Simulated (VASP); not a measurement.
# PbS (I4/mmm) in VASP: a series of runs

PbS is run at these levels: r2SCAN; tasks: single point.

All numbers are computed with VASP 6.6.1; they aren't measurements. Logs are shortened: lines on timing, memory, paths and dates and some standing lists are left out, and cuts for length are marked.

**1. The cell of the first run**

It takes space group I4/mmm (No. 139, tetragonal). Conventional cell: a = 3.983 Å, b = 3.983 Å, c = 6.078 Å, α = 90.00°, β = 90.00°, γ = 90.00°. Within 3.7 Å of Pb (site symmetry 4/mmm) lie 6 S at 2.82 to 3.04 Å. Within 3.7 Å of S (site symmetry 4/mmm) lie 6 Pb at 2.82 to 3.04 Å.

**2. Single point, r2SCAN (strain -0.050 along x and y, +0.025 along z)**

POSCAR reads:

```
PbS
1.0
    0.0000000000      2.8167500000      3.0391250000
    2.8167500000      0.0000000000      3.0391250000
    2.8167500000      2.8167500000      0.0000000000
Pb S
1 1
Direct
    0.0000000000      0.0000000000      0.0000000000
    0.5000000000      0.5000000000      0.5000000000
```

INCAR.step1 reads:

```
SYSTEM = PbS
ALGO     = Normal         ! electronic algorithm
EDIFF    = 1E-5           ! SCF threshold, eV
ENCUT    = 550            ! plane-wave cutoff, eV
GGA      = PE             ! functional
GGA_COMPAT= .False.      
ISMEAR   = 0              ! smearing method
LASPH    = .True.         ! aspherical terms in the spheres
LCHARG   = .False.        ! write CHGCAR
LREAL    = .False.        ! projectors in reciprocal space
LWAVE    = .True.         ! write WAVECAR
NBANDS   = 17             ! bands
NELM     = 120            ! most SCF steps
PREC     = Accurate       ! precision mode
SIGMA    = 0.05           ! smearing width, eV
```

INCAR.step2 reads:

```
SYSTEM = PbS
ALGO     = Normal         ! electronic algorithm
EDIFF    = 1E-6           ! SCF threshold, eV
ENCUT    = 550            ! plane-wave cutoff, eV
GGA_COMPAT= .False.      
ISIF     = 2              ! what is computed and relaxed
ISMEAR   = 0              ! smearing method
ISTART   = 1            
LASPH    = .True.         ! aspherical terms in the spheres
LCHARG   = .False.        ! write CHGCAR
LMIXTAU  = .True.       
LREAL    = .False.        ! projectors in reciprocal space
LWAVE    = .False.        ! write WAVECAR
METAGGA  = R2SCAN         ! meta-GGA
NBANDS   = 17             ! bands
NELM     = 120            ! most SCF steps
PREC     = Accurate       ! precision mode
SIGMA    = 0.05           ! smearing width, eV
```

KPOINTS reads:

```
k-points
0
Gamma
  8 8 8
  0 0 0
```

Potentials or basis: VASP PAW PBE potentials, release 64 (Pb_d, S).

Started as:

```sh
cat potpaw_PBE.64/Pb_d/POTCAR potpaw_PBE.64/S/POTCAR > POTCAR
cp INCAR.step1 INCAR
mpirun -np 1 vasp_std > vasp.out
cp INCAR.step2 INCAR
mpirun -np 1 vasp_std > vasp.out
```

OUTCAR:

```text
SYSTEM = PbS
   EDIFF = 1E-6
   ENCUT = 550
   ISIF = 2
   ISMEAR = 0
   ISTART = 1
   LASPH = .True.
   LREAL = .False.
   METAGGA = R2SCAN
   NELM = 120
   PREC = Accurate

 ion  position               nearest neighbor table
   1  0.000  0.000  0.000-   2 2.82   2 2.82   2 2.82   2 2.82   2 3.04   2 3.04
   2  0.500  0.500  0.500-   1 2.82   1 2.82   1 2.82   1 2.82   1 3.04   1 3.04

  LATTYP: Found a body centered tetragonal cell.
 ALAT       =     3.9834860518
 C/A-ratio  =     1.5258620015

  Lattice vectors:

 A1 = (  -2.8167500000,   0.0000000000,   3.0391250000)
 A2 = (   2.8167500000,   0.0000000000,   3.0391250000)
 A3 = (   0.0000000000,   2.8167500000,  -3.0391250000)

Analysis of symmetry for initial positions (statically):
=====================================================================
 Subroutine PRICEL returns:
 Original cell was already a primitive cell.

 Routine SETGRP: Setting up the symmetry group for a
 body centered tetragonal supercell.

 Subroutine GETGRP returns: Found 16 space group operations
 (whereof 16 operations were pure point group operations)
 out of a pool of 16 trial point group operations.

The static configuration has the point symmetry D_4h.

Analysis of symmetry for dynamics (positions and initial velocities):
=====================================================================
 Subroutine PRICEL returns:
 Original cell was already a primitive cell.

 Routine SETGRP: Setting up the symmetry group for a
 body centered tetragonal supercell.

 Subroutine GETGRP returns: Found 16 space group operations
 (whereof 16 operations were pure point group operations)
 out of a pool of 16 trial point group operations.

The dynamic configuration has the point symmetry D_4h.

 Subroutine INISYM returns: Found 16 space group operations
 (whereof 16 operations are pure point group operations),
 and found     1 'primitive' translations

----------------------------------------------------------------------------------------

                                     Primitive cell

  volume of cell :      48.2253

  direct lattice vectors                    reciprocal lattice vectors
     0.000000000  2.816750000  3.039125000    -0.177509541  0.177509541  0.164521038
     2.816750000  0.000000000  3.039125000     0.177509541 -0.177509541  0.164521038
     2.816750000  2.816750000  0.000000000     0.177509541  0.177509541 -0.164521038

  length of vectors
     4.143713471  4.143713471  3.983486052     0.300144043  0.300144043  0.300144043

[... 79 lines left out ...]
   NELM   =    120;   NELMIN=  2; NELMDL=  0     # of ELM steps
   EDIFF  = 0.1E-05   stopping-criterion for ELM
   LREAL  =      F    real-space projection
   EDIFFG = 0.1E-04   stopping-criterion for IOM
   NSW    =      0    number of steps for IOM
   IBRION =     -1    ionic relax: 0-MD 1-quasi-New 2-CG
   NFREE  =      0    steps in history (QN), initial steepest desc. (CG)
   ISIF   =      2    stress and relaxation
   ISYM   =      2    0-nonsym 1-usesym 2-fastsym
   POTIM  = 0.5000    time-step for ionic-motion
   TEBEG  =    0.0;   TEEND  =   0.0 temperature during run
   PSTRESS=    0.0 pullay stress
   NELECT =      20.0000    total number of electrons
   NUPDOWN=      -1.0000    fix difference up-down
   EMIN   =  10.00;   EMAX   =-10.00  energy-range for DOS
   EFERMI =   0.00;   METHOD = LEGACY
   ISMEAR =     0;   SIGMA  =   0.05  broadening in eV -4-tet -1-fermi 0-gaus
   EFERMI_NEDOS =   21; number of points for ismear=-14 and -15
   IALGO  =     38    algorithm
   IMIX   =      4    mixing-type and parameters
     AMIX     =   0.40;   BMIX     =  1.00
     AMIX_MAG =   1.60;   BMIX_MAG =  1.00
  volume/ion in A,a.u.               =      24.11       162.72
  Fermi-wavevector in a.u.,A,eV,Ry     =   1.220843  2.307059 20.278903  1.490457
  Thomas-Fermi vector in A             =   2.356046
   LORBIT       =      0    0 simple, 1 ext, 2 COOP (PROOUT), +10 PAW based schemes
   METAGGA = R2SCAN    functional components
   LHFCALC =     F    Hartree Fock is set to
   AEXX    =    0.0000 exact exchange contribution
   IVDW    =     0    specifies the selected vdW correction
   LEPSILON=     F    determine dielectric tensor
   LRPA    =     F    only Hartree local field effects (RPA)
 non-spin polarized calculation
 Gauss-broadening in eV      SIGMA  =   0.05
  energy-cutoff  :      550.00
  volume of cell :       48.23
 maximum number of plane-waves:      1438
   NGX = 15   NGY = 15   NGZ = 15

 number of electron      20.0000000 magnetization

 Free energy of the ion-electron system (eV)
  ---------------------------------------------------
  ext. energy  EPLUGINS =         0.00000000
  ---------------------------------------------------
  free energy    TOTEN  =       -65.40372272 eV

  energy without entropy =      -65.40353292  energy(sigma->0) =      -65.40362782

 E-fermi :   7.1052     XC(G=0): -10.6517

 val. band max:        7.0593300797   @ k =   0.5000   0.0000   0.0000
 cond. band min:       7.1511207422   @ k =   0.5000   0.0000   0.0000
 fundamental gap:      0.0917906625
 Fermi energy:         7.1052254113

 k-point     1 :       0.0000    0.0000    0.0000
  band No.  band energies     occupation
      1     -10.8407      2.00000
      2     -10.8075      2.00000
      3     -10.8074      2.00000
      4     -10.7999      2.00000
      5     -10.7711      2.00000
      6      -8.2139      2.00000
[... 457 lines left out ...]
      4     -10.7729      2.00000
      5     -10.7330      2.00000
      6      -7.0843      2.00000
[... 9 lines left out ...]
     16      17.0751      0.00000
     17      18.6912      0.00000

 [... further k-points ...]

------------------------ aborting loop because EDIFF is reached ----------------------------------------

  FORCE on cell =-STRESS in cart. coord.  units (eV):
  Direction    XX          YY          ZZ          XY          YZ          ZX
  --------------------------------------------------------------------------------------
  -------------------------------------------------------------------------------------
  Total        3.7896177      3.7896177     -0.0855360      0.0000000      0.0000000     -0.0000000
  in kB      125.9014740    125.9014740     -2.8417385      0.0000000      0.0000000     -0.0000000
  external PRESSURE =      82.9870699 kB  Pullay stress =       0.0000000 kB

 VOLUME and BASIS-vectors are now :
 -----------------------------------------------------------------------------
  energy-cutoff  :      550.00
  volume of cell :       48.23
      direct lattice vectors                 reciprocal lattice vectors
     0.000000000  2.816750000  3.039125000    -0.177509541  0.177509541  0.164521038
     2.816750000  0.000000000  3.039125000     0.177509541 -0.177509541  0.164521038
     2.816750000  2.816750000  0.000000000     0.177509541  0.177509541 -0.164521038

 POSITION                                       TOTAL-FORCE (eV/Angst)
 -----------------------------------------------------------------------------------
      0.00000      0.00000      0.00000         0.000000      0.000000     -0.000000
      2.81675      2.81675      3.03912        -0.000000     -0.000000      0.000000
 -----------------------------------------------------------------------------------
    total drift:                                0.000000     -0.000000     -0.000000

  FREE ENERGIE OF THE ION-ELECTRON SYSTEM (eV)
  ---------------------------------------------------
  free  energy   TOTEN  =       -65.4037227224 eV

  energy  without entropy=      -65.4035329211  energy(sigma->0) =      -65.40362782
```

Run time: 1.7 min. Hardware: 1 thread of AMD EPYC 9R45 (Zen 5), shared host; peak memory 0.18 GiB.

What came out:

- Free energy: -65.4037 eV
- Pressure: 8.3 GPa
- Band gap on the k mesh: 0.09 eV

Stress tensor (GPa, compression positive):
```
12.59  0.00  0.00
 0.00 12.59  0.00
 0.00  0.00 -0.28
```

Levels at points of the mesh, in eV from the valence-band top:
| k point | band 7 | band 8 | band 9 | band 10 | band 11 | band 12 | band 13 | band 14 |
| --- | --- | --- | --- | --- | --- | --- | --- | --- |
| (0.00, 0.00, 0.00) | -6.14 | -3.25 | -3.25 | -2.66 | 4.39 | 6.22 | 6.22 | 6.38 |
| (0.50, 0.00, 0.00) | -9.94 | -2.68 | -2.44 | 0.00 | 0.09 | 1.58 | 1.97 | 8.99 |
| (0.50, 0.50, 0.00) | -7.37 | -6.30 | -4.35 | -4.35 | 3.77 | 5.44 | 6.52 | 6.52 |
| (0.50, 0.00, 0.50) | -7.89 | -6.45 | -4.92 | -4.09 | 3.44 | 5.12 | 6.35 | 6.95 |

Caveat: the cell differs from its parent crystal (strain -0.050 along x and y, +0.025 along z); the cell stands under pressure; the PAW data sets were made with another functional, which shifts forces and pressure a little; spin-orbit coupling is left out, which moves the levels of the heavy elements. A k mesh can miss the band edges.

**3. Single point, r2SCAN (strain -0.050 along x and y, +0.050 along z)**

POSCAR reads:

```
PbS
1.0
    0.0000000000      2.8167500000      3.1132500000
    2.8167500000      0.0000000000      3.1132500000
    2.8167500000      2.8167500000      0.0000000000
Pb S
1 1
Direct
    0.0000000000      0.0000000000      0.0000000000
    0.5000000000      0.5000000000      0.5000000000
```

INCAR.step1 reads:

```
ALGO = Normal ; EDIFF = 1E-5
ENCUT = 550 ; GGA = PE
GGA_COMPAT = False ; ISMEAR = 0
LASPH = True ; LCHARG = False
LREAL = False ; LWAVE = True
NBANDS = 17 ; NELM = 120
PREC = Accurate ; SIGMA = 0.05
```

INCAR.step2 reads:

```
ALGO = Normal ; EDIFF = 1E-6
ENCUT = 550 ; GGA_COMPAT = False
ISIF = 2 ; ISMEAR = 0
ISTART = 1 ; LASPH = True
LCHARG = False ; LMIXTAU = True
LREAL = False ; LWAVE = False
METAGGA = R2SCAN ; NBANDS = 17
NELM = 120 ; PREC = Accurate
SIGMA = 0.05
```

KPOINTS reads:

```
k-points
0
Gamma
  8 8 8
```

Potentials or basis: VASP PAW PBE potentials, release 64 (Pb_d, S).

Started as:

```sh
cat potpaw_PBE.64/Pb_d/POTCAR potpaw_PBE.64/S/POTCAR > POTCAR
cp INCAR.step1 INCAR
mpirun -np 1 vasp_std > vasp.out
cp INCAR.step2 INCAR
mpirun -np 1 vasp_std > vasp.out
```

It took 1.9 min on 1 thread of AMD EPYC 9R45 (Zen 5), shared host; peak memory 0.18 GiB.

Results (log left out):

| Item | Value |
| --- | --- |
| Free energy | -65.3923 eV |
| Pressure | 7.0 GPa |
| Band gap on the k mesh | 0.10 eV |

Stress tensor (GPa, compression positive):
```
11.88  0.00  0.00
 0.00 11.88  0.00
 0.00  0.00 -2.81
```

Levels at points of the mesh, in eV from the valence-band top:
| k point | band 8 | band 9 | band 10 | band 11 | band 12 | band 13 |
| --- | --- | --- | --- | --- | --- | --- |
| (0.00, 0.00, 0.00) | -3.21 | -3.21 | -2.48 | 4.03 | 6.32 | 6.32 |
| (0.50, 0.00, 0.00) | -2.64 | -2.33 | 0.00 | 0.10 | 1.61 | 2.07 |
| (0.50, 0.50, 0.00) | -6.07 | -4.19 | -4.19 | 3.93 | 5.14 | 6.51 |
| (0.50, 0.00, 0.50) | -6.29 | -4.91 | -3.85 | 3.51 | 4.72 | 6.34 |

Caveat: the cell differs from its parent crystal (strain -0.050 along x and y, +0.050 along z); the cell stands under pressure; the PAW data sets were made with another functional, which shifts forces and pressure a little; spin-orbit coupling is left out, which moves the levels of the heavy elements. A k mesh can miss the band edges.

**4. Single point, r2SCAN (strain +0.000 along x and y, -0.050 along z)**

POSCAR reads:

```
PbS
1.0
    0.0000000000      2.9650000000      2.8167500000
    2.9650000000      0.0000000000      2.8167500000
    2.9650000000      2.9650000000      0.0000000000
Pb S
1 1
Direct
    0.0000000000      0.0000000000      0.0000000000
    0.5000000000      0.5000000000      0.5000000000
```

INCAR.step1 reads:

```
PREC = Accurate
ENCUT = 550
ISMEAR = 0
SIGMA = 0.05
LREAL = False
LASPH = True
NELM = 120
NBANDS = 17
GGA = PE
ALGO = Normal
EDIFF = 1E-5
LWAVE = True
LCHARG = False
GGA_COMPAT = False
```

INCAR.step2 reads:

```
PREC = Accurate
ENCUT = 550
EDIFF = 1E-6
ISMEAR = 0
SIGMA = 0.05
LREAL = False
LASPH = True
NELM = 120
ALGO = Normal
ISIF = 2
LWAVE = False
LCHARG = True
METAGGA = R2SCAN
LMIXTAU = True
LELF = True
LVHAR = True
NBANDS = 17
ISTART = 1
GGA_COMPAT = False
```

KPOINTS reads:

```
regular mesh
0
Gamma
  8 8 8
```

Started as:

```sh
cat potpaw_PBE.64/Pb_d/POTCAR potpaw_PBE.64/S/POTCAR > POTCAR
cp INCAR.step1 INCAR
mpirun -np 1 vasp_std > vasp.out
cp INCAR.step2 INCAR
mpirun -np 1 vasp_std > vasp.out
```

Wall time 2 min (1 thread of AMD EPYC 9R45 (Zen 5), shared host); peak memory 0.19 GiB.

It converged, with:

| Property | Result |
| --- | --- |
| Free energy | -65.5066 eV |
| Pressure | 5.5 GPa |
| Band gap on the k mesh | 0.31 eV |

Stress tensor (GPa, compression positive):
```
 2.33  0.00  0.00
 0.00  2.33  0.00
 0.00  0.00 11.89
```

Levels at points of the mesh, in eV from the valence-band top:
```
           k point  band 6  band 7  band 8  band 9  band 10  band 11  band 12  band 13  band 14  band 15
(0.00, 0.00, 0.00)  -14.88   -6.12   -3.09   -2.63    -2.63     5.15     5.15     6.49     6.75     6.75
(0.50, 0.00, 0.00)  -13.50   -9.63   -2.38   -2.27     0.00     0.31     1.73     2.12     9.08    10.15
(0.50, 0.50, 0.00)  -12.71   -7.78   -6.10   -4.22    -4.22     3.60     5.95     5.95     6.47    11.53
(0.50, 0.00, 0.50)  -13.03   -7.48   -6.00   -4.39    -3.82     3.85     5.64     5.85     6.91    11.37
```

Caveat: the cell differs from its parent crystal (strain +0.000 along x and y, -0.050 along z); the cell stands under pressure; the PAW data sets were made with another functional, which shifts forces and pressure a little; spin-orbit coupling is left out, which moves the levels of the heavy elements.

**5. The runs side by side**

| cell | gap on the mesh (eV) | pressure (GPa) |
| --- | --- | --- |
| a = 4.144, b = 4.144, c = 3.983 Å, angles 61.3, 61.3, 57.5°, 2 atoms | 0.09 | 8.3 |
| a = 4.198, b = 4.198, c = 3.983 Å, angles 61.7, 61.7, 56.6°, 2 atoms | 0.10 | 7.0 |
| a = 4.090, b = 4.090, c = 4.193 Å, angles 59.2, 59.2, 61.7°, 2 atoms | 0.31 | 5.5 |

Alike in all rows: task single point; level r2SCAN; potentials or basis VASP PAW PBE potentials, release 64 (Pb_d, S); no spin polarisation; k mesh 8 × 8 × 8; cutoff (eV) 550; smearing gaussian 0.05 eV.

Caveats: the cell stands under pressure; the PAW data sets were made with another functional, which shifts forces and pressure a little; spin-orbit coupling is left out, which moves the levels of the heavy elements.

Total energies depend on the potentials used, so only differences within one code and one set of settings carry meaning.
